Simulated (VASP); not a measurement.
# Zn (P6_3/mmc) in VASP: further runs

Zn is run at these levels: PBE; tasks: electric field gradients.

Program: VASP 6.6.1. These are calculated values, not measurements. Logs are shortened: lines on timing, memory, paths and dates and some standing lists are left out, and cuts for length are marked.

### Step 1. The cell of the first run

Symmetry: P6_3/mmc, No. 194, hexagonal system. Conventional cell: a = 2.665 Å, b = 2.665 Å, c = 4.947 Å, α = 90.00°, β = 90.00°, γ = 120.00°. Within 3.5 Å of Zn (site symmetry -6m2) lie 12 Zn at 2.66 to 2.91 Å.

### Step 2. Electric field gradients, PBE

Contents of INCAR:

```
  PREC = Accurate
  ENCUT = 520
  EDIFF = 1E-8
  ISMEAR = -1
  SIGMA = 0.03
  LREAL = F
  LASPH = T
  NELM = 100
  ALGO = Normal
  ISIF = 2
  LWAVE = F
  LCHARG = F
  GGA = PE
  LEFG = T
  NBANDS = 19
```

Contents of KPOINTS:

```
Automatic mesh
0
Gamma
  18 18 8
```

Contents of POSCAR:

```
Zn
1.0
    2.6647980532      0.0000000000      0.0000000000
   -1.3323990266      2.3077828100      0.0000000000
    0.0000000000      0.0000000000      4.9467000000
Zn
2
Direct
    0.3333333333      0.6666666667      0.2500000000
    0.6666666667      0.3333333333      0.7500000000
```

Potentials or basis: VASP PAW PBE potentials, release 64 (Zn).

Command:

```sh
> cat potpaw_PBE.64/Zn/POTCAR > POTCAR
> mpirun -np 1 vasp_std > vasp.out
```

OUTCAR:

```text
PREC = Accurate
   ENCUT = 520
   EDIFF = 1E-8
   ISMEAR = -1
   LREAL = F
   LASPH = T
   NELM = 100
   ISIF = 2
   GGA = PE

 ion  position               nearest neighbor table
   1  0.333  0.667  0.250-   2 2.91   2 2.91   2 2.91   2 2.91   2 2.91   2 2.91
   2  0.667  0.333  0.750-   1 2.91   1 2.91   1 2.91   1 2.91   1 2.91   1 2.91

  LATTYP: Found a hexagonal cell.
 ALAT       =     2.6647980532
 C/A-ratio  =     1.8563132745

  Lattice vectors:

 A1 = (   2.6647980532,   0.0000000000,   0.0000000000)
 A2 = (  -1.3323990266,   2.3077828100,   0.0000000000)
 A3 = (   0.0000000000,   0.0000000000,   4.9467000000)

Analysis of symmetry for initial positions (statically):
=====================================================================
 Subroutine PRICEL returns:
 Original cell was already a primitive cell.

 Routine SETGRP: Setting up the symmetry group for a
 hexagonal supercell.

 Subroutine GETGRP returns: Found 24 space group operations
 (whereof 12 operations were pure point group operations)
 out of a pool of 24 trial point group operations.

The static configuration has the point symmetry D_3d.
 The point group associated with its full space group is D_6h.

Analysis of symmetry for dynamics (positions and initial velocities):
=====================================================================
 Subroutine PRICEL returns:
 Original cell was already a primitive cell.

 Routine SETGRP: Setting up the symmetry group for a
 hexagonal supercell.

 Subroutine GETGRP returns: Found 24 space group operations
 (whereof 12 operations were pure point group operations)
 out of a pool of 24 trial point group operations.

The dynamic configuration has the point symmetry D_3d.
 The point group associated with its full space group is D_6h.

 Subroutine INISYM returns: Found 24 space group operations
 (whereof 12 operations are pure point group operations),
 and found     1 'primitive' translations

----------------------------------------------------------------------------------------

                                     Primitive cell

  volume of cell :      30.4211

  direct lattice vectors                    reciprocal lattice vectors
     2.664798053  0.000000000  0.000000000     0.375262958  0.216658170  0.000000000
    -1.332399027  2.307782810  0.000000000     0.000000000  0.433316340  0.000000000
     0.000000000  0.000000000  4.946700000     0.000000000  0.000000000  0.202154972

  length of vectors
     2.664798053  2.664798053  4.946700000     0.433316340  0.433316340  0.202154972

  position of ions in fractional coordinates (direct lattice)
     0.333333333  0.666666667  0.250000000
     0.666666667  0.333333333  0.750000000

  ion indices of the primitive-cell ions
   primitive index   ion index
                 1           1
                 2           2

----------------------------------------------------------------------------------------

 KPOINTS: Automatic mesh

Automatic generation of k-mesh.
 Grid dimensions read from file:
 generate k-points for:   18   18    8

 Generating k-lattice:

  Cartesian coordinates                     Fractional coordinates (reciprocal lattice)
     0.020847942  0.012036565  0.000000000     0.055555556  0.000000000  0.000000000
     0.000000000  0.024073130  0.000000000     0.000000000  0.055555556  0.000000000
     0.000000000  0.000000000  0.025269372     0.000000000  0.000000000  0.125000000

  Length of vectors
     0.024073130  0.024073130  0.025269372

  Shift w.r.t. Gamma in fractional coordinates (k-lattice)
     0.000000000  0.000000000  0.000000000

 Subroutine IBZKPT returns following result:
 ===========================================

 Found    185 irreducible k-points:

 Following reciprocal coordinates:
            Coordinates               Weight
  0.000000  0.000000  0.000000      1.000000
  0.055556 -0.000000  0.000000      6.000000
  0.111111 -0.000000  0.000000      6.000000
  0.166667 -0.000000  0.000000      6.000000
  0.222222 -0.000000  0.000000      6.000000
  0.277778 -0.000000  0.000000      6.000000
[... 16 lines left out ...]
  0.333333  0.111111  0.000000     12.000000
  0.388889  0.111111  0.000000     12.000000
 [... further k-points ...]
   k-points           NKPTS =    185   k-points in BZ     NKDIM =    185   number of bands    NBANDS=     19
   number of dos      NEDOS =    301   number of ions     NIONS =      2
   total plane-waves  NPLWV =  16000
   dimension x,y,z NGX =    20 NGY =   20 NGZ =   40
   dimension x,y,z NGXF=    40 NGYF=   40 NGZF=   80
   ions per type =               2
   NGX,Y,Z   is equivalent  to a cutoff of  12.48, 12.48, 13.44 a.u.
   NGXF,Y,Z  is equivalent  to a cutoff of  24.95, 24.95, 26.89 a.u.
 SYSTEM =  unknown system
   PREC   = accura    normal or accurate (medium, high low for compatibility)
   ISTART =      0    job   : 0-new  1-cont  2-samecut
   ICHARG =      2    charge: 1-file 2-atom 10-const
   ISPIN  =      1    spin polarized calculation?
   LNONCOLLINEAR =      F non collinear calculations
   LSORBIT =      F    spin-orbit coupling
   LASPH  =      T    aspherical Exc in radial PAW
   ENCUT  =  520.0 eV  38.22 Ry    6.18 a.u.   4.95  4.95  9.20*2*pi/ulx,y,z
   NELM   =    100;   NELMIN=  2; NELMDL= -5     # of ELM steps
   EDIFF  = 0.1E-07   stopping-criterion for ELM
   LREAL  =      F    real-space projection
   EDIFFG = 0.1E-06   stopping-criterion for IOM
   NSW    =      0    number of steps for IOM
   IBRION =     -1    ionic relax: 0-MD 1-quasi-New 2-CG
   NFREE  =      0    steps in history (QN), initial steepest desc. (CG)
   ISIF   =      2    stress and relaxation
   ISYM   =      2    0-nonsym 1-usesym 2-fastsym
   POTIM  = 0.5000    time-step for ionic-motion
   TEBEG  =    0.0;   TEEND  =   0.0 temperature during run
   PSTRESS=    0.0 pullay stress
   NELECT =      24.0000    total number of electrons
   NUPDOWN=      -1.0000    fix difference up-down
   EMIN   =  10.00;   EMAX   =-10.00  energy-range for DOS
   EFERMI =   0.00;   METHOD = LEGACY
   ISMEAR =    -1;   SIGMA  =   0.03  broadening in eV -4-tet -1-fermi 0-gaus
   EFERMI_NEDOS =   21; number of points for ismear=-14 and -15
   IALGO  =     38    algorithm
   IMIX   =      4    mixing-type and parameters
     AMIX     =   0.40;   BMIX     =  1.00
     AMIX_MAG =   1.60;   BMIX_MAG =  1.00
  volume/ion in A,a.u.               =      15.21       102.65
  Fermi-wavevector in a.u.,A,eV,Ry     =   1.512703  2.858594 31.133805  2.288270
  Thomas-Fermi vector in A             =   2.622592
   LORBIT       =      0    0 simple, 1 ext, 2 COOP (PROOUT), +10 PAW based schemes
   GGA     = PE    functional components
   LHFCALC =     F    Hartree Fock is set to
   AEXX    =    0.0000 exact exchange contribution
   IVDW    =     0    specifies the selected vdW correction
   LEPSILON=     F    determine dielectric tensor
   LRPA    =     F    only Hartree local field effects (RPA)
 non-spin polarized calculation
  energy-cutoff  :      520.00
  volume of cell :       30.42
 maximum number of plane-waves:       855
 NGX is ok and might be reduce to    20
   NGX =  9   NGY =  9   NGZ = 19

 number of electron      24.0000012 magnetization

 Free energy of the ion-electron system (eV)
  ---------------------------------------------------
  ext. energy  EPLUGINS =         0.00000000
  ---------------------------------------------------
  free energy    TOTEN  =        -2.21545524 eV

  energy without entropy =       -2.21396736  energy(sigma->0) =       -2.21471130

 E-fermi :   3.2697     XC(G=0): -11.5518

 val. band max:        3.2529786487   @ k =   0.3333   0.3333   0.0000
 cond. band min:       3.2887134277   @ k =   0.3333   0.2222   0.2500
 fundamental gap:      0.0357347790
 Fermi energy:         3.2697369189

 k-point     1 :       0.0000    0.0000    0.0000
  band No.  band energies     occupation
      1      -7.2895      2.00000
      2      -5.4960      2.00000
      3      -4.8014      2.00000
      4      -4.5734      2.00000
      5      -4.5734      2.00000
      6      -4.5235      2.00000
[... 11 lines left out ...]
     18      22.1826      0.00000
     19      22.1827      0.00000

 k-point     2 :       0.0556   -0.0000    0.0000
  band No.  band energies     occupation
      1      -7.1978      2.00000
      2      -5.4560      2.00000
      3      -4.7920      2.00000
      4      -4.5824      2.00000
      5      -4.5518      2.00000
      6      -4.5335      2.00000
[... 476 lines left out ...]
 k-point    24 :       0.3889    0.1111    0.0000
  band No.  band energies     occupation
      1      -5.1962      2.00000
      2      -5.0981      2.00000
      3      -5.0171      2.00000
      4      -4.5702      2.00000
      5      -4.4538      2.00000
      6      -4.4289      2.00000
[... 11 lines left out ...]
     18      16.0910      0.00000
     19      17.4571      0.00000

 [... further k-points ...]
[... 5 lines left out ...]
  --------------------------------------------------------------------------------------
  -------------------------------------------------------------------------------------
  Total       -0.0705598     -0.0705598      0.1241380      0.0000000      0.0000000      0.0000000
  in kB       -3.7161505     -3.7161505      6.5379314      0.0000000      0.0000000      0.0000000
  external PRESSURE =      -0.2981232 kB  Pullay stress =       0.0000000 kB

 VOLUME and BASIS-vectors are now :
 -----------------------------------------------------------------------------
  energy-cutoff  :      520.00
  volume of cell :       30.42
      direct lattice vectors                 reciprocal lattice vectors
     2.664798053  0.000000000  0.000000000     0.375262958  0.216658170  0.000000000
    -1.332399027  2.307782810  0.000000000     0.000000000  0.433316340  0.000000000
     0.000000000  0.000000000  4.946700000     0.000000000  0.000000000  0.202154972

 POSITION                                       TOTAL-FORCE (eV/Angst)
 -----------------------------------------------------------------------------------
     -0.00000      1.53852      1.23667         0.000000     -0.000000      0.000000
      1.33240      0.76926      3.71002        -0.000000      0.000000      0.000000
 -----------------------------------------------------------------------------------
    total drift:                               -0.000000      0.000000      0.000000

  FREE ENERGIE OF THE ION-ELECTRON SYSTEM (eV)
  ---------------------------------------------------
  free  energy   TOTEN  =        -2.2154552394 eV

  energy  without entropy=       -2.2139673588  energy(sigma->0) =       -2.21471130

 Electric field gradients (V/A^2)
---------------------------------------------------------------------
 ion       V_xx      V_yy      V_zz      V_xy      V_xz      V_yz
---------------------------------------------------------------------
   1     -17.588   -17.582    35.170     0.006     0.000    -0.000
   2     -17.588   -17.582    35.170     0.006    -0.000     0.000
---------------------------------------------------------------------

 Electric field gradients after diagonalization (V/A^2)
 (convention: |V_zz| > |V_xx| > |V_yy|)
----------------------------------------------------------------------
 ion       V_xx      V_yy      V_zz     asymmetry (V_yy - V_xx)/ V_zz
----------------------------------------------------------------------
   1     -17.591   -17.579    35.170       0.000
   2     -17.591   -17.579    35.170       0.000
----------------------------------------------------------------------

           NMR quadrupolar parameters

 Cq : quadrupolar parameter    Cq=e*Q*V_zz/h
 eta: asymmetry parameters     (V_yy - V_xx)/ V_zz
 Q  : nuclear electric quadrupole moment in mb (millibarn)
----------------------------------------------------------------------
 ion       Cq(MHz)       eta       Q (mb)
----------------------------------------------------------------------
   1       0.085       0.000       1.000
   2       0.085       0.000       1.000
----------------------------------------------------------------------
```

It took 42 s on 1 thread of Intel Xeon 6975P-C (Granite Rapids), shared host; peak memory 0.2 GiB.

What came out:

```
Free energy            : -2.2155 eV
Pressure               : 0.0 GPa
Band gap on the k mesh : zero (band 12 reaches 4.73 eV, above the bottom of band 13 at 0.07 eV)
```

Levels at points of the mesh, in eV from the Fermi level:
```
           k point  band 10  band 11  band 12  band 13  band 14  band 15
(0.00, 0.00, 0.00)    -7.26    -7.26    -3.79    -3.20    13.46    17.09
(0.50, 0.00, 0.00)    -7.06    -3.00    -2.33     2.46     3.38     3.93
(0.00, 0.00, 0.50)    -7.34    -7.34    -7.34     4.43     4.43    18.55
(0.50, 0.00, 0.50)    -7.07    -2.02    -2.02    -0.04    -0.04     9.98
```

Electric field gradients, principal values (V/Å²):
```
atom    least   middle  greatest (by size)
1 Zn  -17.579  -17.591              35.170
2 Zn  -17.579  -17.591              35.170
```

Caveat: without QUAD_EFG the Cq values of the log hold for a quadrupole moment of 1 mb, not for the nuclei.

### Step 3. Electric field gradients, PBE

Contents of INCAR:

```
SYSTEM = Zn
ALGO     = Normal         ! electronic algorithm
EDIFF    = 1E-8           ! SCF threshold, eV
ENCUT    = 520            ! plane-wave cutoff, eV
GGA      = PE             ! functional
ISIF     = 2              ! what is computed and relaxed
ISMEAR   = -1             ! smearing method
LASPH    = .True.         ! aspherical terms in the spheres
LCHARG   = .False.        ! write CHGCAR
LEFG     = .True.       
LREAL    = .False.        ! projectors in reciprocal space
LWAVE    = .False.        ! write WAVECAR
NBANDS   = 19             ! bands
NELM     = 100            ! most SCF steps
PREC     = Accurate       ! precision mode
SIGMA    = 0.03           ! smearing width, eV
```

Contents of KPOINTS:

```
k-points
0
Gamma
  18 18 8
  0 0 0
```

POSCAR is that of step 2.

Potentials or basis: VASP PAW PBE potentials, release 64 (Zn).

Command:

```sh
> cat potpaw_PBE.64/Zn/POTCAR > POTCAR
> mpirun -np 1 vasp_std > vasp.out
```

OUTCAR:

```text
SYSTEM = Zn
   EDIFF = 1E-8
   ENCUT = 520
   GGA = PE
   ISIF = 2
   ISMEAR = -1
   LASPH = .True.
   LREAL = .False.
   NELM = 100
   PREC = Accurate

 ion  position               nearest neighbor table
   1  0.333  0.667  0.250-   2 2.91   2 2.91   2 2.91   2 2.91   2 2.91   2 2.91
   2  0.667  0.333  0.750-   1 2.91   1 2.91   1 2.91   1 2.91   1 2.91   1 2.91

  LATTYP: Found a hexagonal cell.
 ALAT       =     2.6647980532
 C/A-ratio  =     1.8563132745

  Lattice vectors:

 A1 = (   2.6647980532,   0.0000000000,   0.0000000000)
 A2 = (  -1.3323990266,   2.3077828100,   0.0000000000)
[... 743 lines left out ...]
  free  energy   TOTEN  =        -2.2154552394 eV

  energy  without entropy=       -2.2139673588  energy(sigma->0) =       -2.21471130

 Electric field gradients (V/A^2)
---------------------------------------------------------------------
 ion       V_xx      V_yy      V_zz      V_xy      V_xz      V_yz
---------------------------------------------------------------------
   1     -17.588   -17.582    35.170     0.006     0.000    -0.000
   2     -17.588   -17.582    35.170     0.006    -0.000     0.000
---------------------------------------------------------------------

 Electric field gradients after diagonalization (V/A^2)
 (convention: |V_zz| > |V_xx| > |V_yy|)
----------------------------------------------------------------------
 ion       V_xx      V_yy      V_zz     asymmetry (V_yy - V_xx)/ V_zz
----------------------------------------------------------------------
   1     -17.591   -17.579    35.170       0.000
   2     -17.591   -17.579    35.170       0.000
----------------------------------------------------------------------

           NMR quadrupolar parameters

 Cq : quadrupolar parameter    Cq=e*Q*V_zz/h
 eta: asymmetry parameters     (V_yy - V_xx)/ V_zz
 Q  : nuclear electric quadrupole moment in mb (millibarn)
----------------------------------------------------------------------
 ion       Cq(MHz)       eta       Q (mb)
----------------------------------------------------------------------
   1       0.085       0.000       1.000
   2       0.085       0.000       1.000
----------------------------------------------------------------------
```

OSZICAR:

```text
N       E                     dE             d eps       ncg     rms          rms(c)
DAV:   1     0.113388387306E+03    0.11339E+03   -0.12367E+04  7270   0.200E+03
DAV:   2     0.269603638906E+01   -0.11069E+03   -0.10710E+03  7078   0.295E+02
DAV:   3    -0.239431711698E+01   -0.50904E+01   -0.50710E+01  7890   0.697E+01
DAV:   4    -0.242422048748E+01   -0.29903E-01   -0.29895E-01  7782   0.550E+00
DAV:   5    -0.242425862018E+01   -0.38133E-04   -0.38133E-04  7671   0.178E-01    0.397E+00
DAV:   6    -0.222861663605E+01    0.19564E+00   -0.77236E-01  7831   0.185E+01    0.300E+00
DAV:   7    -0.221978821639E+01    0.88284E-02   -0.26210E-02  8866   0.272E+00    0.155E+00
DAV:   8    -0.221544202320E+01    0.43462E-02   -0.17668E-03  9508   0.628E-01    0.470E-02
DAV:   9    -0.221545204353E+01   -0.10020E-04   -0.21796E-04  9394   0.186E-01    0.354E-02
DAV:  10    -0.221545575126E+01   -0.37077E-05   -0.20298E-05  7401   0.503E-02    0.293E-03
DAV:  11    -0.221545556793E+01    0.18334E-06   -0.98488E-08  8862   0.439E-03    0.177E-03
DAV:  12    -0.221545521367E+01    0.35426E-06   -0.25178E-08  7245   0.276E-03    0.959E-05
DAV:  13    -0.221545523220E+01   -0.18533E-07   -0.42633E-09  4219   0.558E-04    0.604E-05
DAV:  14    -0.221545523945E+01   -0.72478E-08   -0.19451E-10  3842   0.273E-04
   1 F= -.22154552E+01 E0= -.22147113E+01  d E =-.148788E-02
```

It took 40 s on 1 thread of Intel Xeon 6975P-C (Granite Rapids), shared host; peak memory 0.21 GiB.

What came out:

```yaml
Free_energy: -2.2155 eV
Pressure: 0.0 GPa
Band_gap_on_the_k_mesh: zero (band 12 reaches 4.73 eV, above the bottom of band 13 at 0.07 eV)
```

Electric field gradients, principal values (V/Å²):
```
atom    least   middle  greatest (by size)
1 Zn  -17.579  -17.591              35.170
2 Zn  -17.579  -17.591              35.170
```

Caveat: without QUAD_EFG the Cq values of the log hold for a quadrupole moment of 1 mb, not for the nuclei.
